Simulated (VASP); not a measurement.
# Li4TmGe (Cmmm) in VASP: a series of runs

The runs below take Li4TmGe through single point, with PBE.

Program: VASP 6.6.1. These are calculated values, not measurements. Logs are shortened: lines on timing, memory, paths and dates and some standing lists are left out, and cuts for length are marked.

## 1. The cell of the first run

The structure is orthorhombic, space group Cmmm (No. 65). The conventional cell has a = 8.341 Å, b = 9.496 Å, c = 4.432 Å, α = 90.00°, β = 90.00°, γ = 90.00°. Within 3.3 Å of Li (site symmetry m2m) lie 1 Ge at 2.42 Å and 2 Tm at 3.21 Å. Within 3.1 Å of Li (site symmetry 2mm) lie 1 Li at 2.33 Å and 2 Ge at 2.50 Å and 1 Tm at 3.01 Å. Within 4.0 Å of Tm (site symmetry mmm) lie 6 Li at 3.01 to 3.21 Å. Ge (site symmetry mmm) has 6 Li at 2.42 to 2.50 Å within 3.2 Å.

The cell was built from a structure type or drawn by symmetry, and may not be a known phase.

## 2. Single point, PBE

File INCAR:

```
PREC = Accurate ; ENCUT = 750
EDIFF = 1E-6 ; ISMEAR = 0
SIGMA = 0.2 ; LREAL = F
LASPH = T ; NELM = 200
ALGO = Normal ; ISIF = 2
LWAVE = F ; LCHARG = F
GGA = PE ; NBANDS = 26
GGA_COMPAT = F ; LMAXMIX = 6
```

File KPOINTS:

```
regular mesh
0
Gamma
  3 3 5
```

File POSCAR:

```
Li4TmGe
1.0
    4.7481678363     -4.1704022073      0.0000000000
    4.7481678363      4.1704022073      0.0000000000
    0.0000000000      0.0000000000      4.4319031020
Li Tm Ge
4 1 1
Direct
    0.7452431725      0.7452431725      0.0000000000
    0.8603173289      0.1396826711      0.5000000000
    0.1396826711      0.8603173289      0.5000000000
    0.2547568275      0.2547568275      0.0000000000
    0.5000000000      0.5000000000      0.5000000000
    0.0000000000      0.0000000000      0.0000000000
```

Potentials or basis: VASP PAW PBE potentials, release 64 (Li_sv, Tm_3, Ge_d), 4f in core.

Run with:

```console
$ cat potpaw_PBE.64/Li_sv/POTCAR potpaw_PBE.64/Tm_3/POTCAR potpaw_PBE.64/Ge_d/POTCAR > POTCAR
$ mpirun -np 1 vasp_std > vasp.out
```

OUTCAR:

```text
PREC = Accurate
   ENCUT = 750
   EDIFF = 1E-6
   ISMEAR = 0
   LREAL = F
   LASPH = T
   NELM = 200
   ISIF = 2
   GGA = PE

 ion  position               nearest neighbor table
   1  0.745  0.745  0.000-   6 2.42
   2  0.860  0.140  0.500-   3 2.33   6 2.50   6 2.50   5 3.01
   3  0.140  0.860  0.500-   2 2.33   6 2.50   6 2.50   5 3.01
   4  0.255  0.255  0.000-   6 2.42
   5  0.500  0.500  0.500-   2 3.01   3 3.01
   6  0.000  0.000  0.000-   1 2.42   4 2.42   3 2.50   2 2.50   2 2.50   3 2.50

  LATTYP: Found a base centered orthorhombic cell.
 ALAT       =     8.3408044146
 B/A-ratio  =     1.1385395461
 C/A-ratio  =     0.5313519994

  Lattice vectors:

 A1 = (  -4.7481678363,  -4.1704022073,   0.0000000000)
 A2 = (   4.7481678363,  -4.1704022073,   0.0000000000)
 A3 = (   0.0000000000,   0.0000000000,   4.4319031020)

Analysis of symmetry for initial positions (statically):
=====================================================================
 Subroutine PRICEL returns:
 Original cell was already a primitive cell.

 Routine SETGRP: Setting up the symmetry group for a
 base centered orthorhombic supercell.

 Subroutine GETGRP returns: Found  8 space group operations
 (whereof  8 operations were pure point group operations)
 out of a pool of  8 trial point group operations.

The static configuration has the point symmetry D_2h.

Analysis of symmetry for dynamics (positions and initial velocities):
=====================================================================
 Subroutine PRICEL returns:
 Original cell was already a primitive cell.

 Routine SETGRP: Setting up the symmetry group for a
 base centered orthorhombic supercell.

 Subroutine GETGRP returns: Found  8 space group operations
 (whereof  8 operations were pure point group operations)
 out of a pool of  8 trial point group operations.

The dynamic configuration has the point symmetry D_2h.

 Subroutine INISYM returns: Found  8 space group operations
 (whereof  8 operations are pure point group operations),
 and found     1 'primitive' translations

----------------------------------------------------------------------------------------

[... 83 lines left out ...]
   LSORBIT =      F    spin-orbit coupling
   LASPH  =      T    aspherical Exc in radial PAW
   ENCUT  =  750.0 eV  55.12 Ry    7.42 a.u.  14.11 14.11  9.90*2*pi/ulx,y,z
   NELM   =    200;   NELMIN=  2; NELMDL= -5     # of ELM steps
   EDIFF  = 0.1E-05   stopping-criterion for ELM
   LREAL  =      F    real-space projection
   EDIFFG = 0.1E-04   stopping-criterion for IOM
   NSW    =      0    number of steps for IOM
   IBRION =     -1    ionic relax: 0-MD 1-quasi-New 2-CG
   NFREE  =      0    steps in history (QN), initial steepest desc. (CG)
   ISIF   =      2    stress and relaxation
   ISYM   =      2    0-nonsym 1-usesym 2-fastsym
   POTIM  = 0.5000    time-step for ionic-motion
   TEBEG  =    0.0;   TEEND  =   0.0 temperature during run
   PSTRESS=    0.0 pullay stress
   NELECT =      35.0000    total number of electrons
   NUPDOWN=      -1.0000    fix difference up-down
   EMIN   =  10.00;   EMAX   =-10.00  energy-range for DOS
   EFERMI =   0.00;   METHOD = LEGACY
   ISMEAR =     0;   SIGMA  =   0.20  broadening in eV -4-tet -1-fermi 0-gaus
   EFERMI_NEDOS =   21; number of points for ismear=-14 and -15
   IALGO  =     38    algorithm
   IMIX   =      4    mixing-type and parameters
     AMIX     =   0.40;   BMIX     =  1.00
     AMIX_MAG =   1.60;   BMIX_MAG =  1.00
  volume/ion in A,a.u.               =      29.25       197.41
  Fermi-wavevector in a.u.,A,eV,Ry     =   0.956436  1.807403 12.446209  0.914771
  Thomas-Fermi vector in A             =   2.085364
   LORBIT       =      0    0 simple, 1 ext, 2 COOP (PROOUT), +10 PAW based schemes
   GGA     = PE    functional components
   LHFCALC =     F    Hartree Fock is set to
   AEXX    =    0.0000 exact exchange contribution
   IVDW    =     0    specifies the selected vdW correction
   LEPSILON=     F    determine dielectric tensor
   LRPA    =     F    only Hartree local field effects (RPA)
 non-spin polarized calculation
 Gauss-broadening in eV      SIGMA  =   0.20
  energy-cutoff  :      750.00
  volume of cell :      175.52
 maximum number of plane-waves:      8204
   NGX = 29   NGY = 29   NGZ = 19

 number of electron      34.9999997 magnetization

 Free energy of the ion-electron system (eV)
  ---------------------------------------------------
  ext. energy  EPLUGINS =         0.00000000
  ---------------------------------------------------
  free energy    TOTEN  =       -13.65786595 eV

  energy without entropy =      -13.55872887  energy(sigma->0) =      -13.60829741

 E-fermi :   0.6036     XC(G=0):  -7.2344

 val. band max:        0.4791205461   @ k =   0.0000   0.0000   0.2000
 cond. band min:       0.6358636371   @ k =   0.3333   0.3333   0.4000
 fundamental gap:      0.1567430910
 Fermi energy:         0.6035746237

 k-point     1 :       0.0000    0.0000    0.0000
  band No.  band energies     occupation
      1     -46.0179      2.00000
      2     -46.0177      2.00000
      3     -45.4849      2.00000
      4     -45.4379      2.00000
      5     -26.8146      2.00000
      6     -26.8099      2.00000
[... 337 lines left out ...]
     25       3.3380      0.00000
     26       4.6862      0.00000

------------------------ aborting loop because EDIFF is reached ----------------------------------------

  FORCE on cell =-STRESS in cart. coord.  units (eV):
  Direction    XX          YY          ZZ          XY          YZ          ZX
  --------------------------------------------------------------------------------------
  -------------------------------------------------------------------------------------
  Total        0.4713959     -0.3366431     -0.4489568     -0.0000000      0.0000000      0.0000000
  in kB        4.3030077     -3.0729540     -4.0981787     -0.0000000      0.0000000      0.0000000
  external PRESSURE =      -0.9560417 kB  Pullay stress =       0.0000000 kB

 VOLUME and BASIS-vectors are now :
 -----------------------------------------------------------------------------
  energy-cutoff  :      750.00
  volume of cell :      175.52
      direct lattice vectors                 reciprocal lattice vectors
     4.748167836 -4.170402207  0.000000000     0.105303776 -0.119892513  0.000000000
     4.748167836  4.170402207  0.000000000     0.105303776  0.119892513  0.000000000
     0.000000000  0.000000000  4.431903102     0.000000000  0.000000000  0.225636702

 POSITION                                       TOTAL-FORCE (eV/Angst)
 -----------------------------------------------------------------------------------
      7.07708      0.00000      0.00000        -0.005873      0.000000      0.000000
      4.74817     -3.00534      2.21595         0.000000      0.054016      0.000000
      4.74817      3.00534      2.21595         0.000000     -0.054016      0.000000
      2.41926      0.00000      0.00000         0.005873      0.000000      0.000000
      4.74817      0.00000      2.21595         0.000000     -0.000000      0.000000
      0.00000      0.00000      0.00000         0.000000      0.000000      0.000000
 -----------------------------------------------------------------------------------
    total drift:                                0.000000      0.000000     -0.000000

  FREE ENERGIE OF THE ION-ELECTRON SYSTEM (eV)
  ---------------------------------------------------
  free  energy   TOTEN  =       -13.6578659452 eV

  energy  without entropy=      -13.5587288661  energy(sigma->0) =      -13.60829741
```

It took 62 s on 1 thread of Intel Xeon 6975P-C (Granite Rapids), shared host; peak memory 0.4 GiB.

Results:

* Free energy: -13.6579 eV
* Pressure: -0.1 GPa
* Largest force: 0.054 eV/Å
* Band gap on the k mesh: zero (an odd number of electrons rules out a gap without spin polarisation)

Forces on the atoms (eV/Å):
```
Li  -0.006  0.000  0.000
Li   0.000  0.054  0.000
Li   0.000 -0.054  0.000
Li   0.006  0.000  0.000
Tm   0.000  0.000  0.000
Ge   0.000  0.000  0.000
```

Caveat: spin-orbit coupling is left out, which moves the levels of the heavy elements; the 4f electrons are frozen in the core, so they carry no moment and show no levels. Spin polarisation is off, so any magnetic state and its effect on volume and gap are missing.

## 3. Single point, PBE (18.51 Å³/atom)

This run uses another cell than the first one, of 18.51 Å³/atom.

File INCAR:

```
SYSTEM = Li4TmGe
ALGO = Normal ; EDIFF = 1E-6
ENCUT = 750 ; GGA = PE
GGA_COMPAT = .FALSE. ; ISIF = 2
ISMEAR = 0 ; LASPH = .TRUE.
LCHARG = .FALSE. ; LMAXMIX = 6
LREAL = .FALSE. ; LWAVE = .FALSE.
NBANDS = 26 ; NELM = 200
PREC = Accurate ; SIGMA = 0.1
```

File KPOINTS:

```
k-points
0
G
  8 8 8
  0 0 0
```

File POSCAR:

```
Li4TmGe
1.0
    2.0862125412     -6.5750193165      0.0000000000
    2.0862125412      6.5750193165      0.0000000000
    0.0000000000      0.0000000000      4.0475435721
Li Tm Ge
4 1 1
Direct
    0.3306011158      0.6693988842      0.0000000000
    0.8300679693      0.1699320307      0.5000000000
    0.1699320307      0.8300679693      0.5000000000
    0.6693988842      0.3306011158      0.0000000000
    0.5000000000      0.5000000000      0.5000000000
    0.0000000000      0.0000000000      0.0000000000
```

Potentials or basis: VASP PAW PBE potentials, release 64 (Li_sv, Tm_3, Ge_d), 4f in core.

Run with:

```console
$ cat potpaw_PBE.64/Li_sv/POTCAR potpaw_PBE.64/Tm_3/POTCAR potpaw_PBE.64/Ge_d/POTCAR > POTCAR
$ mpirun -np 1 vasp_std > vasp.out
```

OUTCAR:

```text
SYSTEM = Li4TmGe
   EDIFF = 1E-6
   ENCUT = 750
   GGA = PE
   ISIF = 2
   ISMEAR = 0
   LASPH = .TRUE.
   LREAL = .FALSE.
   NELM = 200
   PREC = Accurate

 ion  position               nearest neighbor table
   1  0.331  0.669  0.000-   5 3.01   5 3.01
   2  0.830  0.170  0.500-   5 3.06   5 3.06
   3  0.170  0.830  0.500-   5 3.06   5 3.06
   4  0.669  0.331  0.000-   5 3.01   5 3.01
   5  0.500  0.500  0.500-   6 2.91   6 2.91   6 2.91   6 2.91   4 3.01   4 3.01   1 3.01   1 3.01
                             3 3.06   2 3.06   3 3.06   2 3.06
   6  0.000  0.000  0.000-   5 2.91   5 2.91   5 2.91   5 2.91

  LATTYP: Found a base centered orthorhombic cell.
 ALAT       =     4.1724250824
 B/A-ratio  =     3.1516536243
 C/A-ratio  =     0.9700698017

  Lattice vectors:

 A1 = (   2.0862125412,  -6.5750193165,   0.0000000000)
 A2 = (   2.0862125412,   6.5750193165,   0.0000000000)
 A3 = (   0.0000000000,   0.0000000000,   4.0475435721)

Analysis of symmetry for initial positions (statically):
=====================================================================
 Subroutine PRICEL returns:
 Original cell was already a primitive cell.

 Routine SETGRP: Setting up the symmetry group for a
 base centered orthorhombic supercell.

 Subroutine GETGRP returns: Found  8 space group operations
 (whereof  8 operations were pure point group operations)
 out of a pool of  8 trial point group operations.

The static configuration has the point symmetry D_2h.

Analysis of symmetry for dynamics (positions and initial velocities):
=====================================================================
 Subroutine PRICEL returns:
 Original cell was already a primitive cell.

 Routine SETGRP: Setting up the symmetry group for a
 base centered orthorhombic supercell.

 Subroutine GETGRP returns: Found  8 space group operations
 (whereof  8 operations were pure point group operations)
 out of a pool of  8 trial point group operations.

The dynamic configuration has the point symmetry D_2h.

 Subroutine INISYM returns: Found  8 space group operations
 (whereof  8 operations are pure point group operations),
 and found     1 'primitive' translations

----------------------------------------------------------------------------------------

                                     Primitive cell

  volume of cell :     111.0394

  direct lattice vectors                    reciprocal lattice vectors
     2.086212541 -6.575019316  0.000000000     0.239668773 -0.076045404  0.000000000
     2.086212541  6.575019316  0.000000000     0.239668773  0.076045404  0.000000000
     0.000000000  0.000000000  4.047543572     0.000000000  0.000000000  0.247063430

  length of vectors
     6.898054927  6.898054927  4.047543572     0.251443879  0.251443879  0.247063430

  position of ions in fractional coordinates (direct lattice)
     0.330601116  0.669398884  0.000000000
     0.830067969  0.169932031  0.500000000
     0.169932031  0.830067969  0.500000000
     0.669398884  0.330601116  0.000000000
     0.500000000  0.500000000  0.500000000
     0.000000000  0.000000000  0.000000000

[... 26 lines left out ...]

  Shift w.r.t. Gamma in fractional coordinates (k-lattice)
     0.000000000  0.000000000  0.000000000

 Subroutine IBZKPT returns following result:
 ===========================================

 Found    105 irreducible k-points:

 Following reciprocal coordinates:
            Coordinates               Weight
  0.000000  0.000000  0.000000      1.000000
  0.125000 -0.000000  0.000000      4.000000
  0.250000 -0.000000  0.000000      4.000000
  0.375000  0.000000  0.000000      4.000000
  0.500000 -0.000000  0.000000      2.000000
  0.125000  0.125000  0.000000      2.000000
[... 16 lines left out ...]
  0.125000 -0.000000  0.125000      8.000000
  0.250000 -0.000000  0.125000      8.000000
 [... further k-points ...]
   k-points           NKPTS =    105   k-points in BZ     NKDIM =    105   number of bands    NBANDS=     26
   number of dos      NEDOS =    301   number of ions     NIONS =      6
   total plane-waves  NPLWV = 147456
   dimension x,y,z NGX =    64 NGY =   64 NGZ =   36
   dimension x,y,z NGXF=   128 NGYF=  128 NGZF=   72
   ions per type =               4   1   1
   NGX,Y,Z   is equivalent  to a cutoff of  15.42, 15.42, 14.79 a.u.
   NGXF,Y,Z  is equivalent  to a cutoff of  30.85, 30.85, 29.57 a.u.
 SYSTEM =  Li4TmGe
   PREC   = accura    normal or accurate (medium, high low for compatibility)
   ISTART =      0    job   : 0-new  1-cont  2-samecut
   ICHARG =      2    charge: 1-file 2-atom 10-const
   ISPIN  =      1    spin polarized calculation?
   LNONCOLLINEAR =      F non collinear calculations
   LSORBIT =      F    spin-orbit coupling
   LASPH  =      T    aspherical Exc in radial PAW
   ENCUT  =  750.0 eV  55.12 Ry    7.42 a.u.  15.40 15.40  9.04*2*pi/ulx,y,z
   NELM   =    200;   NELMIN=  2; NELMDL= -5     # of ELM steps
   EDIFF  = 0.1E-05   stopping-criterion for ELM
   LREAL  =      F    real-space projection
   EDIFFG = 0.1E-04   stopping-criterion for IOM
   NSW    =      0    number of steps for IOM
   IBRION =     -1    ionic relax: 0-MD 1-quasi-New 2-CG
   NFREE  =      0    steps in history (QN), initial steepest desc. (CG)
   ISIF   =      2    stress and relaxation
   ISYM   =      2    0-nonsym 1-usesym 2-fastsym
   POTIM  = 0.5000    time-step for ionic-motion
   TEBEG  =    0.0;   TEEND  =   0.0 temperature during run
   PSTRESS=    0.0 pullay stress
   NELECT =      35.0000    total number of electrons
   NUPDOWN=      -1.0000    fix difference up-down
   EMIN   =  10.00;   EMAX   =-10.00  energy-range for DOS
   EFERMI =   0.00;   METHOD = LEGACY
   ISMEAR =     0;   SIGMA  =   0.10  broadening in eV -4-tet -1-fermi 0-gaus
   EFERMI_NEDOS =   21; number of points for ismear=-14 and -15
   IALGO  =     38    algorithm
   IMIX   =      4    mixing-type and parameters
     AMIX     =   0.40;   BMIX     =  1.00
     AMIX_MAG =   1.60;   BMIX_MAG =  1.00
  volume/ion in A,a.u.               =      18.51       124.89
  Fermi-wavevector in a.u.,A,eV,Ry     =   1.114137  2.105413 16.888919  1.241301
  Thomas-Fermi vector in A             =   2.250729
   LORBIT       =      0    0 simple, 1 ext, 2 COOP (PROOUT), +10 PAW based schemes
   GGA     = PE    functional components
   LHFCALC =     F    Hartree Fock is set to
   AEXX    =    0.0000 exact exchange contribution
   IVDW    =     0    specifies the selected vdW correction
   LEPSILON=     F    determine dielectric tensor
   LRPA    =     F    only Hartree local field effects (RPA)
 non-spin polarized calculation
 Gauss-broadening in eV      SIGMA  =   0.10
  energy-cutoff  :      750.00
  volume of cell :      111.04
 maximum number of plane-waves:      5222
 NGX is ok and might be reduce to    64
   NGX = 31   NGY = 31   NGZ = 19

 number of electron      35.0000004 magnetization

 Free energy of the ion-electron system (eV)
  ---------------------------------------------------
  ext. energy  EPLUGINS =         0.00000000
  ---------------------------------------------------
  free energy    TOTEN  =       -17.92160231 eV

  energy without entropy =      -17.90920441  energy(sigma->0) =      -17.91540336

 E-fermi :   2.7371     XC(G=0):  -8.8510

 val. band max:        2.7116623450   @ k =   0.2500  -0.0000   0.0000
 cond. band min:       2.7520378495   @ k =   0.3750   0.1250   0.5000
 fundamental gap:      0.0403755045
 Fermi energy:         2.7371445204

 k-point     1 :       0.0000    0.0000    0.0000
  band No.  band energies     occupation
      1     -43.7488      2.00000
      2     -43.7396      2.00000
      3     -43.4854      2.00000
      4     -43.4775      2.00000
      5     -22.8789      2.00000
      6     -22.6450      2.00000
[... 685 lines left out ...]
     25       7.7613      0.00000
     26       8.4936      0.00000

 [... further k-points ...]
[... 5 lines left out ...]
  --------------------------------------------------------------------------------------
  -------------------------------------------------------------------------------------
  Total        1.3448936      1.2078890      1.2836111     -0.0000000      0.0000000      0.0000000
  in kB       19.4053467     17.4285199     18.5211072     -0.0000000      0.0000000      0.0000000
  external PRESSURE =      18.4516580 kB  Pullay stress =       0.0000000 kB

 VOLUME and BASIS-vectors are now :
 -----------------------------------------------------------------------------
  energy-cutoff  :      750.00
  volume of cell :      111.04
      direct lattice vectors                 reciprocal lattice vectors
     2.086212541 -6.575019316  0.000000000     0.239668773 -0.076045404  0.000000000
     2.086212541  6.575019316  0.000000000     0.239668773  0.076045404  0.000000000
     0.000000000  0.000000000  4.047543572     0.000000000  0.000000000  0.247063430

 POSITION                                       TOTAL-FORCE (eV/Angst)
 -----------------------------------------------------------------------------------
      2.08621      2.22760      0.00000         0.000000     -0.002717     -0.000000
      2.08621     -4.34041      2.02377         0.000000      0.014898     -0.000000
      2.08621      4.34041      2.02377         0.000000     -0.014898      0.000000
      2.08621     -2.22760      0.00000         0.000000      0.002717      0.000000
      2.08621      0.00000      2.02377        -0.000000      0.000000     -0.000000
      0.00000      0.00000      0.00000         0.000000      0.000000     -0.000000
 -----------------------------------------------------------------------------------
    total drift:                               -0.000000     -0.000000     -0.000000

  FREE ENERGIE OF THE ION-ELECTRON SYSTEM (eV)
  ---------------------------------------------------
  free  energy   TOTEN  =       -17.9216023054 eV

  energy  without entropy=      -17.9092044119  energy(sigma->0) =      -17.91540336
```

Wall time 8.3 min (1 thread of AMD EPYC 9R45 (Zen 5), shared host); peak memory 0.72 GiB.

Results:

| Quantity | Value |
| --- | --- |
| Free energy | -17.9216 eV |
| Pressure | 1.8 GPa |
| Largest force | 0.015 eV/Å |
| Band gap on the k mesh | zero (an odd number of electrons rules out a gap without spin polarisation) |

Forces on the atoms (eV/Å):
```
Li   0.000 -0.003  0.000
Li   0.000  0.015  0.000
Li   0.000 -0.015  0.000
Li   0.000  0.003  0.000
Tm   0.000  0.000  0.000
Ge   0.000  0.000  0.000
```

Caveat: spin-orbit coupling is left out, which moves the levels of the heavy elements; the 4f electrons are frozen in the core, so they carry no moment and show no levels.
